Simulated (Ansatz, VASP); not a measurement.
## One calculation of In, two programs

POSCAR

```
In
1.0
    3.3354850000      0.0000000000      0.0000000000
   -1.6677420000      2.8886150000      0.0000000000
    0.0000000000      0.0000000000      5.5091430000
In
2
Direct
    0.3333333333      0.6666666667      0.2500000000
    0.6666666667      0.3333333333      0.7500000000
```

INCAR.step1

```
SYSTEM = In
  PREC = Accurate
  ENCUT = 520
  ISMEAR = -1
  SIGMA = 0.1
  LREAL = .False.
  LASPH = .True.
  NELM = 60
  NBANDS = 20
  GGA = PE
  ALGO = Normal
  EDIFF = 1E-4
  LWAVE = .True.
  LCHARG = .False.
```

The input INCAR.step2:

```
SYSTEM = In
  PREC = Accurate
  ENCUT = 520
  EDIFF = 1E-6
  ISMEAR = -1
  SIGMA = 0.1
  LREAL = .False.
  LASPH = .True.
  NELM = 60
  ALGO = Normal
  ISIF = 2
  LWAVE = .False.
  LCHARG = .True.
  METAGGA = R2SCAN
  LMIXTAU = .True.
  LELF = .True.
  LVHAR = .True.
  NBANDS = 20
  ISTART = 1
```

File KPOINTS:

```
Automatic mesh
0
Gamma
  8 8 4
  0 0 0
```

Input for Ansatz:

```yaml
crystal:
  lattice:
    - [3.335485, 0.0, 0.0]
    - [-1.667742, 2.888615, 0.0]
    - [0.0, 0.0, 5.509143]
  atoms:
    - { symbol: In, position: [0.3333333333333333, 0.6666666666666666, 0.25] }
    - { symbol: In, position: [0.6666666666666666, 0.3333333333333333, 0.75] }
basis:
  ecutwfc: 625.861883657724
kpoints:
  mp_grid:
    grid: [8, 8, 4]
hamiltonian:
  xc: r2scan
scf:
  occupations:
    method: fermi_dirac
    width: 0.1
output:
  stress: true
```

Alike in both runs: task single point; functional r2SCAN; k mesh 8 × 8 × 4; occupations fermi-dirac, width 0.1 eV; no spin polarisation.

|  | VASP | Ansatz |
| --- | --- | --- |
| version | VASP 6.6.1 | Ansatz 0.2.0 |
| potentials or method | VASP PAW PBE potentials, release 64 (In_d), cutoff 520 eV | plane waves, PAW |
| valence electrons in the cell | 26 | 26 |

```csv
,VASP,Ansatz,Ansatz less VASP
pressure (GPa),-0.2,-0.1,+0.05
"traceless stress, the component that is largest in VASP (GPa)",1.10,1.10,-0.004
```

VASP's potentials were made for PBE, not for r2SCAN. With one functional, cell and mesh, what is left measures potentials, basis and numerics.
